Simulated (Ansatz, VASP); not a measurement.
**Ga in VASP and in Ansatz**

INCAR

```
SYSTEM = Ga
PREC = Accurate
ENCUT = 520
EDIFF = 1E-6
ISMEAR = 0
SIGMA = 0.15
LREAL = .FALSE.
LASPH = .TRUE.
NELM = 100
ALGO = Fast
ISIF = 2
LWAVE = .FALSE.
LCHARG = .TRUE.
LELF = .TRUE.
LVHAR = .TRUE.
NBANDS = 12
```

Contents of KPOINTS:

```
regular mesh
0
G
  26 26 26
  0 0 0
```

The input POSCAR:

```
Ga
1.0
   -1.4435699467      1.4435699467      2.1084757965
    1.4435699467     -1.4435699467      2.1084757965
    1.4435699467      1.4435699467     -2.1084757965
Ga
1
Direct
    0.0000000000      0.0000000000      0.0000000000
```

Input for Ansatz:

```yaml
crystal:
  lattice:
    - [-1.4435699467, 1.4435699467, 2.1084757965]
    - [1.4435699467, -1.4435699467, 2.1084757965]
    - [1.4435699467, 1.4435699467, -2.1084757965]
  atoms:
    - { symbol: Ga, position: [0.0, 0.0, 0.0] }
basis:
  ecutwfc: 420
kpoints:
  mp_grid: { grid: [26, 26, 26] }
hamiltonian:
  xc: lda
scf:
  occupations: { method: gaussian, width: 0.15 }
output:
  forces: true
  stress: true
  eigenvalues: true
```

Alike in both runs: task single point; functional LDA; k mesh 26 × 26 × 26; occupations gaussian, width 0.15 eV; no spin polarisation.

|  | VASP | Ansatz |
| --- | --- | --- |
| version | VASP 6.6.1 | Ansatz 0.2.0 |
| potentials or method | VASP PAW LDA potentials, release 64 (Ga_d), cutoff 520 eV | scalar-relativistic, plane waves, PAW |
| valence electrons in the cell | 13 | 13 |

Ansatz gave:

| Property | Result |
| --- | --- |
| gap on the k mesh at the Fermi level (eV) | none |
| pressure (GPa) | -1.6 |
| traceless stress, the component that is largest in VASP (GPa) | 0.14 |

Q: Estimate VASP's values.

A: gap on the k mesh at the Fermi level (eV): none; pressure (GPa): -1.4; traceless stress, the component that is largest in VASP (GPa): 0.15.

LDA's correlation is that of Perdew and Zunger in VASP and of Perdew and Wang (1992) in Ansatz. A gap of «none» marks a metal or a gap that the smearing closes.
